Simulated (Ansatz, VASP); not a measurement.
# InP3: VASP beside Ansatz

```
CELL_PARAMETERS angstrom
3.74150 2.16016 3.50402
-3.74150 2.16016 3.50402
0.00000 -4.32031 3.50402
ATOMIC_POSITIONS crystal
In 0.27025 0.27025 0.27025
In 0.72975 0.72975 0.72975
P 0.79829 0.24470 0.79829
P 0.79829 0.79829 0.24470
P 0.24470 0.79829 0.79829
P 0.20171 0.75530 0.20171
P 0.75530 0.20171 0.20171
P 0.20171 0.20171 0.75530
```

Change from the starting cell: strain +0.000 along x and y, +0.040 along z, atoms carried along.

Alike in both runs: task single point; functional r2SCAN; k mesh 6 × 6 × 6; occupations gaussian, width 0.15 eV; no spin polarisation.

```csv
,VASP,Ansatz
version,VASP 6.6.1,Ansatz 0.2.0
potentials or method,"VASP PAW PBE potentials, release 64 (In_d, P), cutoff 550 eV","scalar-relativistic, plane waves, PAW"
valence electrons in the cell,56,56
```

|  | VASP | Ansatz | Ansatz less VASP |
| --- | --- | --- | --- |
| gap on the k mesh at the Fermi level (eV) | none | none | - |
| pressure (GPa) | -2.6 | -2.3 | +0.32 |
| traceless stress, the component that is largest in VASP (GPa) | -1.57 | -1.61 | -0.039 |
| rms of the force components (eV/Å) | 0.243 | 0.197 | -0.0455 |

VASP's potentials were made for PBE, not for r2SCAN. Atom by atom the forces differ by 0.048 eV/Å (rms over components). A gap of «none» marks a metal or a gap that the smearing closes.
